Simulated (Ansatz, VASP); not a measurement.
**Li3OF: VASP beside Ansatz**

```
F O Li
1.0
     3.71356    0.00000    0.00000
     0.00000    3.71356    0.00000
     0.00000    0.00000    3.71356
F O Li
1 1 3
Direct
  0.00000 0.00000 0.00000
  0.50000 0.50000 0.50000
  0.50000 0.50000 0.00000
  0.50000 0.00000 0.50000
  0.00000 0.50000 0.50000
```

Alike in both runs: task single point; functional r2SCAN; k mesh 6 × 6 × 6; no spin polarisation.

```csv
,VASP,Ansatz
version,VASP 6.6.1,Ansatz 0.2.0
potentials or method,"VASP PAW PBE potentials, release 64 (F, O, Li_sv)","plane waves, PAW"
plane-wave cutoff (eV),520,500
occupations,"gaussian, width 0.01 eV",fixed
valence electrons in the cell,22,22
```

VASP gave:

* gap on the k mesh at the Fermi level (eV): 5.34

Problem. What did Ansatz give for the same quantities?

Solution. gap on the k mesh at the Fermi level (eV): 5.32.

VASP's potentials were made for PBE, not for r2SCAN.

Noted on VASP's run: the cutoff is short for stress, so the pressure is rough.
